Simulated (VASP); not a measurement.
# Te2Pd3 (P4mm) in VASP: single point with LDA

Aim: the single point of Te2Pd3 with LDA.

Program: VASP 6.6.1. These are calculated values, not measurements. Logs are shortened: lines on timing, memory, paths and dates and some standing lists are left out, and cuts for length are marked.

## (1) The cell of the first run

The structure is tetragonal, space group P4mm (No. 99). Conventional cell: a = 4.103 Å, b = 4.103 Å, c = 6.412 Å, α = 90.00°, β = 90.00°, γ = 90.00°. Te (site symmetry 4mm) has 5 Pd at 2.64 to 2.66 Å within 3.5 Å. Te (site symmetry 4mm) has 8 Pd at 2.84 to 2.90 Å within 3.7 Å. Within 3.5 Å of Pd (site symmetry 2mm) lie 4 Te at 2.66 to 2.84 Å and 6 Pd at 2.90 to 2.91 Å. Within 3.5 Å of Pd (site symmetry 4mm) lie 5 Te at 2.64 to 2.90 Å and 4 Pd at 2.91 Å.

## (2) Single point, LDA

File POSCAR:

```
Te2Pd3
1.0
    4.1033958000      0.0000000000      0.0000000000
    0.0000000000      4.1033958000      0.0000000000
    0.0000000000      0.0000000000      6.4124078000
Te Pd
2 3
Direct
    0.0000000000      0.0000000000      0.7159030000
    0.5000000000      0.5000000000      0.2883140000
    0.5000000000      0.0000000000      0.9810750000
    0.0000000000      0.5000000000      0.9810750000
    0.0000000000      0.0000000000      0.3036330000
```

File INCAR.step1:

```
PREC     = Accurate       # precision mode
ENCUT    = 400            # plane-wave cutoff, eV
EDIFF    = 1E-6           # SCF threshold, eV
ISMEAR   = 0              # smearing method
SIGMA    = 0.1            # smearing width, eV
LREAL    = False          # projectors in reciprocal space
LASPH    = True           # aspherical terms in the spheres
NELM     = 120            # most SCF steps
ALGO     = Normal         # electronic algorithm
ISIF     = 2              # what is computed and relaxed
LWAVE    = False          # write WAVECAR
LCHARG   = True           # write CHGCAR
LMAXMIX  = 4              # l up to which the mixer works
NBANDS   = 29             # bands
GGA_COMPAT= False        
NEDOS    = 2001           # points of the DOS
LORBIT   = 11             # projections on sites
```

File KPOINTS.step1:

```
regular mesh
0
Gamma
  10 10 6
```

File INCAR.step2:

```
PREC     = Accurate       # precision mode
ENCUT    = 400            # plane-wave cutoff, eV
EDIFF    = 1E-6           # SCF threshold, eV
ISMEAR   = -5             # smearing method
SIGMA    = 0.1            # smearing width, eV
LREAL    = False          # projectors in reciprocal space
LASPH    = True           # aspherical terms in the spheres
NELM     = 120            # most SCF steps
ALGO     = Normal         # electronic algorithm
ISIF     = 2              # what is computed and relaxed
LWAVE    = False          # write WAVECAR
LCHARG   = False          # write CHGCAR
LMAXMIX  = 4              # l up to which the mixer works
LORBIT   = 10             # projections on sites
NBANDS   = 29             # bands
NEDOS    = 2001           # points of the DOS
ICHARG   = 11             # starting density
GGA_COMPAT= False
```

File KPOINTS.step2:

```
regular mesh
0
Gamma
  15 15 9
```

Potentials or basis: VASP PAW LDA potentials, release 64 (Te, Pd).

Run with:

```console
cat potpaw_LDA.64/Te/POTCAR potpaw_LDA.64/Pd/POTCAR > POTCAR
cp INCAR.step1 INCAR
cp KPOINTS.step1 KPOINTS
mpirun -np 1 vasp_std > vasp.out
cp INCAR.step2 INCAR
cp KPOINTS.step2 KPOINTS
mpirun -np 1 vasp_std > vasp.out
```

OUTCAR:

```text
PREC = Accurate
   ENCUT = 400
   EDIFF = 1E-6
   ISMEAR = -5
   LREAL = False
   LASPH = True
   NELM = 120
   ISIF = 2
   LORBIT = 10
   ICHARG = 11

 ion  position               nearest neighbor table
   1  0.000  0.000  0.716-   5 2.64   4 2.66   3 2.66   4 2.66   3 2.66
   2  0.500  0.500  0.288-   3 2.84   4 2.84   3 2.84   4 2.84   5 2.90   5 2.90   5 2.90   5 2.90

   3  0.500  0.000  0.981-   1 2.66   1 2.66   2 2.84   2 2.84   4 2.90   4 2.90   4 2.90   4 2.90
                             5 2.91   5 2.91
   4  0.000  0.500  0.981-   1 2.66   1 2.66   2 2.84   2 2.84   3 2.90   3 2.90   3 2.90   3 2.90
                             5 2.91   5 2.91
   5  0.000  0.000  0.304-   1 2.64   2 2.90   2 2.90   2 2.90   2 2.90   4 2.91   4 2.91   3 2.91
                             3 2.91

  LATTYP: Found a simple tetragonal cell.
 ALAT       =     4.1033958000
 C/A-ratio  =     1.5627075994

  Lattice vectors:

 A1 = (   4.1033958000,   0.0000000000,   0.0000000000)
 A2 = (   0.0000000000,   4.1033958000,   0.0000000000)
 A3 = (   0.0000000000,   0.0000000000,   6.4124078000)

Analysis of symmetry for initial positions (statically):
=====================================================================
 Subroutine PRICEL returns:
 Original cell was already a primitive cell.

 Routine SETGRP: Setting up the symmetry group for a
 simple tetragonal supercell.

 Subroutine GETGRP returns: Found  8 space group operations
 (whereof  8 operations were pure point group operations)
 out of a pool of 16 trial point group operations.

The static configuration has the point symmetry C_4v.

Analysis of symmetry for dynamics (positions and initial velocities):
=====================================================================
 Subroutine PRICEL returns:
 Original cell was already a primitive cell.

 Routine SETGRP: Setting up the symmetry group for a
 simple tetragonal supercell.

 Subroutine GETGRP returns: Found  8 space group operations
 (whereof  8 operations were pure point group operations)
 out of a pool of 16 trial point group operations.

The dynamic configuration has the point symmetry C_4v.

 Subroutine INISYM returns: Found  8 space group operations
 (whereof  8 operations are pure point group operations),
 and found     1 'primitive' translations

----------------------------------------------------------------------------------------

                                     Primitive cell

  volume of cell :     107.9712

  direct lattice vectors                    reciprocal lattice vectors
     4.103395800  0.000000000  0.000000000     0.243700595  0.000000000  0.000000000
     0.000000000  4.103395800  0.000000000     0.000000000  0.243700595  0.000000000
     0.000000000  0.000000000  6.412407800     0.000000000  0.000000000  0.155947661

  length of vectors
     4.103395800  4.103395800  6.412407800     0.243700595  0.243700595  0.155947661

  position of ions in fractional coordinates (direct lattice)
     0.000000000  0.000000000  0.715903000
     0.500000000  0.500000000  0.288314000
     0.500000000  0.000000000  0.981075000
     0.000000000  0.500000000  0.981075000
     0.000000000  0.000000000  0.303633000

  ion indices of the primitive-cell ions
   primitive index   ion index
                 1           1
                 2           2
                 3           3
                 4           4
                 5           5

----------------------------------------------------------------------------------------

 KPOINTS: regular mesh

Automatic generation of k-mesh.
 Grid dimensions read from file:
 generate k-points for:   15   15    9

 Generating k-lattice:

  Cartesian coordinates                     Fractional coordinates (reciprocal lattice)
     0.016246706  0.000000000  0.000000000     0.066666667  0.000000000  0.000000000
     0.000000000  0.016246706  0.000000000     0.000000000  0.066666667  0.000000000
     0.000000000  0.000000000  0.017327518     0.000000000  0.000000000  0.111111111

  Length of vectors
     0.016246706  0.016246706  0.017327518

  Shift w.r.t. Gamma in fractional coordinates (k-lattice)
     0.000000000  0.000000000  0.000000000

 TETIRR: Found   3013 inequivalent tetrahedra from    12150

 Subroutine IBZKPT returns following result:
 ===========================================

 Found    180 irreducible k-points:

 Following reciprocal coordinates:
            Coordinates               Weight
  0.000000  0.000000  0.000000      1.000000
  0.066667  0.000000  0.000000      4.000000
  0.133333  0.000000  0.000000      4.000000
  0.200000  0.000000  0.000000      4.000000
  0.266667  0.000000  0.000000      4.000000
  0.333333  0.000000  0.000000      4.000000
[... 16 lines left out ...]
  0.266667  0.200000  0.000000      8.000000
  0.333333  0.200000  0.000000      8.000000
 [... further k-points ...]
   k-points           NKPTS =    180   k-points in BZ     NKDIM =    180   number of bands    NBANDS=     29
   number of dos      NEDOS =   2001   number of ions     NIONS =      5
   total plane-waves  NPLWV =  32928
   dimension x,y,z NGX =    28 NGY =   28 NGZ =   42
   dimension x,y,z NGXF=    56 NGYF=   56 NGZF=   84
   ions per type =               2   3
   NGX,Y,Z   is equivalent  to a cutoff of  11.34, 11.34, 10.89 a.u.
   NGXF,Y,Z  is equivalent  to a cutoff of  22.69, 22.69, 21.78 a.u.
 SYSTEM =  unknown system
   PREC   = accura    normal or accurate (medium, high low for compatibility)
   ISTART =      0    job   : 0-new  1-cont  2-samecut
   ICHARG =     11    charge: 1-file 2-atom 10-const
   ISPIN  =      1    spin polarized calculation?
   LNONCOLLINEAR =      F non collinear calculations
   LSORBIT =      F    spin-orbit coupling
   LASPH  =      T    aspherical Exc in radial PAW
   ENCUT  =  400.0 eV  29.40 Ry    5.42 a.u.   6.69  6.69 10.46*2*pi/ulx,y,z
   NELM   =    120;   NELMIN=  2; NELMDL=  0     # of ELM steps
   EDIFF  = 0.1E-05   stopping-criterion for ELM
   LREAL  =      F    real-space projection
   EDIFFG = 0.1E-04   stopping-criterion for IOM
   NSW    =      0    number of steps for IOM
   IBRION =     -1    ionic relax: 0-MD 1-quasi-New 2-CG
   NFREE  =      0    steps in history (QN), initial steepest desc. (CG)
   ISIF   =      2    stress and relaxation
   ISYM   =      2    0-nonsym 1-usesym 2-fastsym
   POTIM  = 0.5000    time-step for ionic-motion
   TEBEG  =    0.0;   TEEND  =   0.0 temperature during run
   PSTRESS=    0.0 pullay stress
   NELECT =      42.0000    total number of electrons
   NUPDOWN=      -1.0000    fix difference up-down
   EMIN   =  10.00;   EMAX   =-10.00  energy-range for DOS
   EFERMI =   0.00;   METHOD = LEGACY
   ISMEAR =    -5;   SIGMA  =   0.10  broadening in eV -4-tet -1-fermi 0-gaus
   EFERMI_NEDOS =   21; number of points for ismear=-14 and -15
   IALGO  =     38    algorithm
   IMIX   =      4    mixing-type and parameters
     AMIX     =   0.40;   BMIX     =  1.00
     AMIX_MAG =   1.60;   BMIX_MAG =  1.00
  volume/ion in A,a.u.               =      21.59       145.73
  Fermi-wavevector in a.u.,A,eV,Ry     =   1.195057  2.258330 19.431312  1.428161
  Thomas-Fermi vector in A             =   2.331032
   LORBIT       =     10    0 simple, 1 ext, 2 COOP (PROOUT), +10 PAW based schemes
   GGA     = CA    functional components
   LHFCALC =     F    Hartree Fock is set to
   AEXX    =    0.0000 exact exchange contribution
   IVDW    =     0    specifies the selected vdW correction
   LEPSILON=     F    determine dielectric tensor
   LRPA    =     F    only Hartree local field effects (RPA)
 non-spin polarized calculation
 Fermi weights with tetrahedron method with Bloechl corrections
  energy-cutoff  :      400.00
  volume of cell :      107.97
 maximum number of plane-waves:      1982
 NGX is ok and might be reduce to    28

 number of electron      42.0000024 magnetization

 Free energy of the ion-electron system (eV)
  ---------------------------------------------------
  ext. energy  EPLUGINS =         0.00000000
  ---------------------------------------------------
  free energy    TOTEN  =       -28.41450406 eV

  energy without entropy =      -28.41450406  energy(sigma->0) =      -28.41450406

 E-fermi :   7.8685     XC(G=0): -11.1742

 val. band max:        7.8900376989   @ k =   0.1333   0.1333   0.1111
 cond. band min:       7.8485422259   @ k =   0.4000   0.2667   0.0000
 fundamental gap:     -0.0414954730
 Fermi energy:         7.8685326678

 k-point     1 :       0.0000    0.0000    0.0000
  band No.  band energies     occupation
      1      -4.9138      2.00000
      2      -3.8502      2.00000
      3       1.8144      2.00000
      4       3.0998      2.00000
      5       3.0998      2.00000
      6       3.1916      2.00000
[... 21 lines left out ...]
     28      13.8379      0.00000
     29      14.3026      0.00000

 k-point     2 :       0.0667    0.0000    0.0000
  band No.  band energies     occupation
      1      -4.8887      2.00000
      2      -3.8429      2.00000
      3       1.8474      2.00000
      4       3.0615      2.00000
      5       3.1027      2.00000
      6       3.2359      2.00000
[... 21 lines left out ...]
     28      13.9078      0.00000
     29      14.3793      0.00000

 k-point     3 :       0.1333    0.0000    0.0000
  band No.  band energies     occupation
      1      -4.8151      2.00000
      2      -3.8235      2.00000
      3       1.9426      2.00000
      4       2.9830      2.00000
      5       3.1115      2.00000
      6       3.3295      2.00000
[... 638 lines left out ...]
      5       3.0584      2.00000
      6       3.5027      2.00000
[... 21 lines left out ...]
     28      14.6889      0.00000
     29      15.0899      0.00000

 k-point    24 :       0.3333    0.2000    0.0000
  band No.  band energies     occupation
      1      -4.2257      2.00000
      2      -3.7321      2.00000
      3       2.1141      2.00000
      4       2.7708      2.00000
      5       2.8259      2.00000
      6       3.5027      2.00000
[... 21 lines left out ...]
     28      14.3812      0.00000
     29      14.9488      0.00000

 [... further k-points ...]

------------------------ aborting loop because EDIFF is reached ----------------------------------------

  FORCE on cell =-STRESS in cart. coord.  units (eV):
  Direction    XX          YY          ZZ          XY          YZ          ZX
  --------------------------------------------------------------------------------------
  -------------------------------------------------------------------------------------
  Total       -5.5557504     -5.5557504     -5.7790229      0.0000000      0.0000000     -0.0000000
  in kB      -82.4413990    -82.4413990    -85.7545243      0.0000000      0.0000000     -0.0000000
  external PRESSURE =     -83.5457741 kB  Pullay stress =       0.0000000 kB

 VOLUME and BASIS-vectors are now :
 -----------------------------------------------------------------------------
  energy-cutoff  :      400.00
  volume of cell :      107.97
      direct lattice vectors                 reciprocal lattice vectors
     4.103395800  0.000000000  0.000000000     0.243700595  0.000000000  0.000000000
     0.000000000  4.103395800  0.000000000     0.000000000  0.243700595  0.000000000
     0.000000000  0.000000000  6.412407800     0.000000000  0.000000000  0.155947661

 POSITION                                       TOTAL-FORCE (eV/Angst)
 -----------------------------------------------------------------------------------
      0.00000      0.00000      4.59066        -0.000000     -0.000000      0.335840
      2.05170      2.05170      1.84879        -0.000000      0.000000     -0.431284
      2.05170      0.00000      6.29105        -0.000000     -0.000000      0.124181
      0.00000      2.05170      6.29105         0.000000     -0.000000      0.124181
      0.00000      0.00000      1.94702         0.000000     -0.000000     -0.152918
 -----------------------------------------------------------------------------------
    total drift:                                0.000000     -0.000000      0.004666

  FREE ENERGIE OF THE ION-ELECTRON SYSTEM (eV)
  ---------------------------------------------------
  free  energy   TOTEN  =       -28.4145040627 eV

  energy  without entropy=      -28.4145040627  energy(sigma->0) =      -28.41450406

 total charge

# of ion       s       p       d       tot
------------------------------------------
    1        1.378   1.860   0.094   3.332
    2        1.398   1.789   0.086   3.273
    3        0.415   0.459   8.581   9.455
    4        0.415   0.459   8.581   9.455
    5        0.407   0.394   8.608   9.409
--------------------------------------------------
tot          4.014   4.961  25.949  34.923
```

Run time: 5.1 min. Hardware: 1 thread of Oxide Virtual Turin-like, shared host; peak memory 0.36 GiB.

Results:

| Quantity | Value |
| --- | --- |
| Valence electrons inside the program's atomic spheres | Te 3.33, 3.27; Pd 9.46, 9.41 (each value once) |

Levels at points of the mesh, in eV from the Fermi level:
```tsv
k point	band 18	band 19	band 20	band 21	band 22	band 23	band 24	band 25
(0.00, 0.00, 0.00)	-1.41	-1.40	-0.57	-0.11	1.12	1.12	1.18	4.41
```

Caveat: spin-orbit coupling is left out, which moves the levels of the heavy elements.
